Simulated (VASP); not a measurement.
**Bi4Se3: single point with PBE**

The system is Bi4Se3.

```
Bi Se
1.0
     6.12494    0.00000    0.00000
     0.00000    6.12494    0.00000
     0.00000    0.00000    6.12494
Bi Se
4 3
Direct
  0.50000 0.00000 0.00000
  0.00000 0.50000 0.00000
  0.00000 0.00000 0.50000
  0.00000 0.00000 0.00000
  0.00000 0.50000 0.50000
  0.50000 0.00000 0.50000
  0.50000 0.50000 0.00000
```

```
Program             : VASP 6.6.1
Task                : single point
Functional          : PBE
Potentials or basis : VASP PAW PBE potentials, release 64 (Bi_d, Se)
Cutoff              : 520 eV
k mesh              : 6 × 6 × 6
Occupations         : gaussian, width 0.1 eV
Spin                : no spin polarisation
```

```
Pressure : 0.0 GPa
```

Levels at points of the mesh, in eV from the Fermi level:
```tsv
k point	band 36	band 37	band 38	band 39	band 40	band 41	band 42	band 43
(0.00, 0.00, 0.00)	-2.43	-0.45	-0.45	-0.45	3.76	3.76	3.76	3.76
(0.50, 0.00, 0.00)	-0.82	-0.68	-0.68	-0.25	0.44	1.31	2.34	3.79
(0.50, 0.50, 0.00)	-0.94	-0.87	-0.87	-0.63	0.27	0.57	1.08	1.09
(0.50, 0.50, 0.50)	-0.37	-0.37	-0.14	-0.14	-0.03	-0.03	0.14	0.14
```

Wall time 3 min on 1 thread of Intel Xeon 6975P-C, on a shared host, peak memory 0.42 GiB.

Caveat: spin-orbit coupling is left out, which moves the levels of the heavy elements.
